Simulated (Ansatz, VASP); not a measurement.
# Two plane-wave programs on WC

```
W C
1.0
     2.92589    0.00000    0.00000
    -1.46295    2.53390    0.00000
     0.00000    0.00000    2.84050
W C
1 1
Direct
  0.00000 0.00000 0.00000
  0.66667 0.33333 0.50000
```

Alike in both runs: functional PBE; k mesh 6 × 6 × 6; occupations gaussian, width 0.1 eV; no spin polarisation.

Ansatz relaxed the structure, and its values are those at the end. VASP's run is a single point on that final structure, the one shown.

|  | VASP | Ansatz |
| --- | --- | --- |
| version | VASP 6.6.1 | Ansatz 0.2.0 |
| potentials or method | VASP PAW PBE potentials, release 64 (W_sv, C), cutoff 600 eV | scalar-relativistic, plane waves, PAW |
| valence electrons in the cell | 18 | 18 |

```tsv
	VASP	Ansatz	Ansatz less VASP
gap on the k mesh at the Fermi level (eV)	none	none	-
pressure (GPa)	1.0	0.0	-0.99
```

A gap of «none» marks a metal or a gap that the smearing closes.

The k mesh is coarse, so the values compare programs but aren't converged. Spin-orbit coupling is off throughout.
